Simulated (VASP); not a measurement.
# Pt (P6_3/mmc) in VASP: notebook, part 2 of 2

VASP 6.6.1. The steps go on from the part before.

## (3) Relaxation of cell and atoms, PBEsol, target pressure 60 GPa, at which the enthalpy is minimised

Input file INCAR:

```
ALGO = Normal
EDIFF = 1E-6
EDIFFG = -0.01
ENCUT = 600
GGA = PS
IBRION = 2
ISIF = 3
ISMEAR = 1
LASPH = True
LCHARG = False
LREAL = False
LWAVE = False
NELM = 80
NSW = 80
PREC = Accurate
PSTRESS = 600.0
SIGMA = 0.05
```

Input file KPOINTS:

```
k-points
0
Gamma
  9 9 5
```

Input file POSCAR:

```
Pt
1.0
    2.7700000000      0.0000000000      0.0000000000
   -1.3850000000      2.3988903685      0.0000000000
    0.0000000000      0.0000000000      4.5234100000
Pt
2
Direct
    0.3333333333      0.6666666667      0.2500000000
    0.6666666667      0.3333333333      0.7500000000
```

Potentials or basis: VASP PAW PBE potentials, release 64 (Pt).

Launch:

```console
cat potpaw_PBE.64/Pt/POTCAR > POTCAR
mpirun -np 1 vasp_std > vasp.out
```

OUTCAR:

```text
EDIFF = 1E-6
   EDIFFG = -0.01
   ENCUT = 600
   GGA = PS
   IBRION = 2
   ISIF = 3
   ISMEAR = 1
   LASPH = True
   LREAL = False
   NELM = 80
   NSW = 80
   PREC = Accurate
   PSTRESS = 600.0

 ion  position               nearest neighbor table
   1  0.333  0.667  0.250-   2 2.77   2 2.77   2 2.77   2 2.77   2 2.77   2 2.77
   2  0.667  0.333  0.750-   1 2.77   1 2.77   1 2.77   1 2.77   1 2.77   1 2.77

  LATTYP: Found a hexagonal cell.
 ALAT       =     2.7700000000
 C/A-ratio  =     1.6330000000

  Lattice vectors:

 A1 = (   2.7700000000,   0.0000000000,   0.0000000000)
 A2 = (  -1.3850000000,   2.3988903685,   0.0000000000)
 A3 = (   0.0000000000,   0.0000000000,   4.5234100000)

Analysis of symmetry for initial positions (statically):
=====================================================================
 Subroutine PRICEL returns:
 Original cell was already a primitive cell.

 Routine SETGRP: Setting up the symmetry group for a
 hexagonal supercell.

 Subroutine GETGRP returns: Found 24 space group operations
 (whereof 12 operations were pure point group operations)
 out of a pool of 24 trial point group operations.

The static configuration has the point symmetry D_3d.
 The point group associated with its full space group is D_6h.

Analysis of symmetry for dynamics (positions and initial velocities):
=====================================================================
 Subroutine PRICEL returns:
 Original cell was already a primitive cell.

 Routine SETGRP: Setting up the symmetry group for a
 hexagonal supercell.

 Subroutine GETGRP returns: Found 24 space group operations
 (whereof 12 operations were pure point group operations)
 out of a pool of 24 trial point group operations.

The dynamic configuration has the point symmetry D_3d.
 The point group associated with its full space group is D_6h.

 Subroutine INISYM returns: Found 24 space group operations
 (whereof 12 operations are pure point group operations),
 and found     1 'primitive' translations

----------------------------------------------------------------------------------------

                                     Primitive cell

  volume of cell :      30.0577

  direct lattice vectors                    reciprocal lattice vectors
     2.770000000  0.000000000  0.000000000     0.361010830  0.208429700  0.000000000
    -1.385000000  2.398890369  0.000000000     0.000000000  0.416859400  0.000000000
     0.000000000  0.000000000  4.523410000     0.000000000  0.000000000  0.221072156

  length of vectors
     2.770000000  2.770000000  4.523410000     0.416859400  0.416859400  0.221072156

  position of ions in fractional coordinates (direct lattice)
     0.333333333  0.666666667  0.250000000
     0.666666667  0.333333333  0.750000000

  ion indices of the primitive-cell ions
   primitive index   ion index
                 1           1
                 2           2

----------------------------------------------------------------------------------------
[... 63 lines left out ...]
   ICHARG =      2    charge: 1-file 2-atom 10-const
   ISPIN  =      1    spin polarized calculation?
   LNONCOLLINEAR =      F non collinear calculations
   LSORBIT =      F    spin-orbit coupling
   LASPH  =      T    aspherical Exc in radial PAW
   ENCUT  =  600.0 eV  44.10 Ry    6.64 a.u.   5.53  5.53  9.03*2*pi/ulx,y,z
   NELM   =     80;   NELMIN=  2; NELMDL= -5     # of ELM steps
   EDIFF  = 0.1E-05   stopping-criterion for ELM
   LREAL  =      F    real-space projection
   EDIFFG = -.1E-01   stopping-criterion for IOM
   NSW    =     80    number of steps for IOM
   IBRION =      2    ionic relax: 0-MD 1-quasi-New 2-CG
   NFREE  =      1    steps in history (QN), initial steepest desc. (CG)
   ISIF   =      3    stress and relaxation
   ISYM   =      2    0-nonsym 1-usesym 2-fastsym
   POTIM  = 0.5000    time-step for ionic-motion
   TEBEG  =    0.0;   TEEND  =   0.0 temperature during run
   PSTRESS=  600.0 pullay stress
   NELECT =      20.0000    total number of electrons
   NUPDOWN=      -1.0000    fix difference up-down
   EMIN   =  10.00;   EMAX   =-10.00  energy-range for DOS
   EFERMI =   0.00;   METHOD = LEGACY
   ISMEAR =     1;   SIGMA  =   0.05  broadening in eV -4-tet -1-fermi 0-gaus
   EFERMI_NEDOS =   21; number of points for ismear=-14 and -15
   IALGO  =     38    algorithm
   IMIX   =      4    mixing-type and parameters
     AMIX     =   0.40;   BMIX     =  1.00
     AMIX_MAG =   1.60;   BMIX_MAG =  1.00
  volume/ion in A,a.u.               =      15.03       101.42
  Fermi-wavevector in a.u.,A,eV,Ry     =   1.429221  2.700836 27.792257  2.042673
  Thomas-Fermi vector in A             =   2.549198
   LORBIT       =      0    0 simple, 1 ext, 2 COOP (PROOUT), +10 PAW based schemes
   GGA     = PS    functional components
   LHFCALC =     F    Hartree Fock is set to
   AEXX    =    0.0000 exact exchange contribution
   IVDW    =     0    specifies the selected vdW correction
   LEPSILON=     F    determine dielectric tensor
   LRPA    =     F    only Hartree local field effects (RPA)
 conjugate gradient relaxation of ions
 non-spin polarized calculation
 Methfessel and Paxton  Order N= 1 SIGMA  =   0.05
  energy-cutoff  :      600.00
  volume of cell :       30.06
 maximum number of plane-waves:      1032
 NGX is ok and might be reduce to    24
   NGX = 11   NGY = 11   NGZ = 19

--------------------------------------- Ionic step        1  -------------------------------------------

 number of electron      20.0000002 magnetization

 Free energy of the ion-electron system (eV)
  ---------------------------------------------------
  ext. energy  EPLUGINS =         0.00000000
  ---------------------------------------------------
  free energy    TOTEN  =       -13.79729373 eV

  energy without entropy =      -13.79727749  energy(sigma->0) =      -13.79728832

------------------------ aborting loop because EDIFF is reached ----------------------------------------

  FORCE on cell =-STRESS in cart. coord.  units (eV):
  Direction    XX          YY          ZZ          XY          YZ          ZX
  --------------------------------------------------------------------------------------
  -------------------------------------------------------------------------------------
  Total       -0.4001796     -0.4001796      1.3459345      0.0000000      0.0000000     -0.0000000
  in kB      -21.3309108    -21.3309108     71.7428108      0.0000000      0.0000000     -0.0000000
  external PRESSURE =    -590.3063370 kB  Pullay stress =     600.0000000 kB
[... 97 lines left out ...]
  energy  without entropy=      -13.5676777618  energy(sigma->0) =      -13.56803663

  enthalpy is  TOTEN    =        -3.2340439635 eV   P V=       10.3341721042

[... ionic steps 4 to 9 ...]

--------------------------------------- Ionic step       10  -------------------------------------------

 number of electron      20.0000000 magnetization

------------------------ aborting loop because EDIFF is reached ----------------------------------------
[... 71 lines left out ...]
--------------------------------------- Ionic step       12  -------------------------------------------

 number of electron      20.0000000 magnetization

 Free energy of the ion-electron system (eV)
  ---------------------------------------------------
  ext. energy  EPLUGINS =         0.00000000
  ---------------------------------------------------
  free energy    TOTEN  =       -13.19172015 eV

  energy without entropy =      -13.19192246  energy(sigma->0) =      -13.19178759

 E-fermi :  14.1193     XC(G=0): -14.4834

 val. band max:       14.0979797259   @ k =   0.3333   0.1111   0.2000
 cond. band min:      14.1508831400   @ k =   0.4444   0.1111   0.0000
 fundamental gap:      0.0529034140
 Fermi energy:        14.1192560059

 k-point     1 :       0.0000    0.0000    0.0000
  band No.  band energies     occupation
      1       2.0622      2.00000
      2       4.9310      2.00000
      3       8.8652      2.00000
      4       9.4149      2.00000
      5       9.4149      2.00000
      6       9.9723      2.00000
      7       9.9723      2.00000
      8      11.3894      2.00000
      9      11.3894      2.00000
     10      12.5459      2.00000
     11      13.7216      2.00000
     12      13.7216      2.00000
     13      20.3559      0.00000
     14      28.5265      0.00000
[... 377 lines left out ...]
      1       6.8577      2.00000
      2       7.4342      2.00000
      3       7.4342      2.00000
      4       8.2692      2.00000
      5       9.0845      2.00000
      6       9.0845      2.00000
      7      10.6006      2.00000
      8      12.4712      2.00000
      9      13.3594      2.00000
     10      13.3594      2.00000
     11      19.2962      0.00000
     12      19.2962      0.00000
     13      21.3319      0.00000
     14      25.4999      0.00000

 [... further k-points ...]
[... 5 lines left out ...]
  --------------------------------------------------------------------------------------
  -------------------------------------------------------------------------------------
  Total        9.7954372      9.7954372      9.7933896      0.0000000     -0.0000000      0.0000000
  in kB      600.2891255    600.2891255    600.1636469      0.0000000     -0.0000000      0.0000000
  external PRESSURE =       0.2472993 kB  Pullay stress =     600.0000000 kB
[... 21 lines left out ...]
  energy  without entropy=      -13.1919224647  energy(sigma->0) =      -13.19178759

  enthalpy is  TOTEN    =        -3.4010008658 eV   P V=        9.7907192811

 reached required accuracy - stopping structural energy minimisation
```

OSZICAR:

```text
N       E                     dE             d eps       ncg     rms          rms(c)
DAV:   1     0.114097601438E+03    0.11410E+03   -0.11820E+04  1008   0.156E+03
[... 99 lines left out ...]
  11 F= -.33997066E+01 E0= -.33997637E+01  d E =0.123176E-02
       N       E                     dE             d eps       ncg     rms          rms(c)
DAV:   1    -0.131956912441E+02    0.46293E-01   -0.92559E-02  1020   0.322E+00    0.635E-01
DAV:   2    -0.131920489660E+02    0.36423E-02   -0.63466E-03  1020   0.815E-01    0.266E-01
DAV:   3    -0.131917049274E+02    0.34404E-03   -0.11579E-03  1110   0.336E-01    0.926E-02
DAV:   4    -0.131917204865E+02   -0.15559E-04   -0.63296E-05  1098   0.666E-02    0.680E-03
DAV:   5    -0.131917201468E+02    0.33969E-06   -0.20438E-06   824   0.145E-02
  12 F= -.34010009E+01 E0= -.34010683E+01  d E =-.625104E-04
```

It took 3.1 min on 1 thread of Intel Xeon 8259CL, shared host; peak memory 0.18 GiB.

Results:

```yaml
Free_energy: -13.1917 eV
Relaxed_volume: 13.07 Å³/atom
Relaxed_cell: a = 2.609 Å, b = 2.609 Å, c = 4.436 Å, α = 90.00°, β = 90.00°, γ = 120.00°
Space_group_after_relaxing_to_0.05_Å: P6_3/mmc (No. 194)
Energy_change_on_relaxing_the_enthalpy_is_what_falls: +302.8 meV/atom
Ionic_steps: 12
Pressure_after_relaxing: 60.0 GPa
Band_gap_on_the_k_mesh: zero (band 10 reaches 14.52 eV, above the bottom of band 11 at 13.15 eV)
```

Step by step:
```csv
step,energy change (eV),largest force (eV/Å),pressure (GPa),volume (Å³)
1,0.0000,0.0000,0.97,30.06
2,63.5347,0.0000,2588.50,11.82
3,0.2291,0.0000,32.27,27.60
4,0.3444,0.0000,41.07,27.08
5,0.6675,0.0000,61.76,26.06
6,0.6387,0.0000,60.06,26.14
7,0.6221,0.0000,61.12,26.11
8,0.6177,0.0000,60.77,26.11
9,0.6165,0.0000,60.63,26.12
10,0.6169,0.0000,60.68,26.11
11,0.5553,0.0000,57.03,26.28
12,0.6056,0.0000,60.02,26.14
```

Final structure:
```yaml
crystal:
  lattice:
    - [2.60884, 0.00000, 0.00000]
    - [-1.30442, 2.25932, 0.00000]
    - [0.00000, 0.00000, 4.43556]
  atoms:
    - { symbol: Pt, position: [0.33333, 0.66667, 0.25000] }
    - { symbol: Pt, position: [0.66667, 0.33333, 0.75000] }
```

Caveat: the cell is relaxed towards a set pressure, so the enthalpy falls and the energy may rise; the PAW data sets were made with another functional, which shifts forces and pressure a little; spin-orbit coupling is left out, which moves the levels of the heavy elements.
